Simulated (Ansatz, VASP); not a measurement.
**Two plane-wave programs on MoS2**

```
Mo S
1.0
     1.59617    0.92155    6.69112
    -1.59617    0.92155    6.69112
     0.00000   -1.84310    6.69112
Mo S
1 2
Direct
  0.00000 0.00000 0.00000
  0.74563 0.74563 0.74563
  0.25437 0.25437 0.25437
```

Alike in both runs: functional PBE; k mesh 18 × 18 × 18; occupations gaussian, width 0.1 eV; no spin polarisation.

Ansatz relaxed the structure, and its values are those at the end. VASP's run is a single point on that final structure, the one shown.

|  | VASP | Ansatz |
| --- | --- | --- |
| version | VASP 6.6.1 | Ansatz 0.2.0 |
| potentials or method | VASP PAW PBE potentials, release 64 (Mo_sv, S), cutoff 520 eV | scalar-relativistic, plane waves, PAW |
| valence electrons in the cell | 26 | 26 |

```tsv
	VASP	Ansatz	Ansatz less VASP
gap on the k mesh at the Fermi level (eV)	none	none	-
pressure (GPa)	-0.1	0.0	+0.09
rms of the force components (eV/Å)	0.012	0.007	-0.0041
```

A gap of «none» marks a metal or a gap that the smearing closes.
